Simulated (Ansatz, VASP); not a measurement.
One calculation of InP, two programs

INCAR

```
SYSTEM = InP
  PREC = Accurate
  ENCUT = 500
  EDIFF = 1E-6
  ISMEAR = 0
  SIGMA = 0.05
  LREAL = .FALSE.
  LASPH = .TRUE.
  NELM = 120
  ALGO = Normal
  ISIF = 2
  LWAVE = .FALSE.
  LCHARG = .FALSE.
  GGA = PS
  NBANDS = 16
  GGA_COMPAT = .FALSE.
```

Contents of KPOINTS:

```
regular mesh
0
G
  8 8 8
  0 0 0
```

Contents of POSCAR:

```
InP
1.0
    0.0000000000      2.7095938653      2.7095938653
    2.7095938653      0.0000000000      2.7095938653
    2.7095938653      2.7095938653      0.0000000000
In P
1 1
Direct
    0.0000000000      0.0000000000      0.0000000000
    0.5000000000      0.5000000000      0.5000000000
```

Input for Ansatz:

```yaml
crystal:
  lattice:
    - [0.0, 2.7095938653, 2.7095938653]
    - [2.7095938653, 0.0, 2.7095938653]
    - [2.7095938653, 2.7095938653, 0.0]
  atoms:
    - { symbol: In, position: [0.0, 0.0, 0.0] }
    - { symbol: P, position: [0.5, 0.5, 0.5] }
basis:
  ecutwfc: 420
  ecutrho_ratio: 4
kpoints:
  mp_grid: { grid: [8, 8, 8] }
hamiltonian:
  xc: pbesol
scf:
  occupations: { method: gaussian, width: 0.05 }
output:
  forces: true
  stress: true
  eigenvalues: true
```

Alike in both runs: task single point; functional PBEsol; k mesh 8 × 8 × 8; occupations gaussian, width 0.05 eV; no spin polarisation.

```csv
,VASP,Ansatz
version,VASP 6.6.1,Ansatz 0.2.0
potentials or method,"VASP PAW PBE potentials, release 64 (In_d, P), cutoff 500 eV","scalar-relativistic, plane waves, PAW"
valence electrons in the cell,18,18
```

|  | VASP | Ansatz | Ansatz less VASP |
| --- | --- | --- | --- |
| gap on the k mesh at the Fermi level (eV) | none | none | - |
| pressure (GPa) | 1.8 | 1.8 | -0.05 |

VASP's potentials were made for PBE, not for PBEsol. A gap of «none» marks a metal or a gap that the smearing closes.
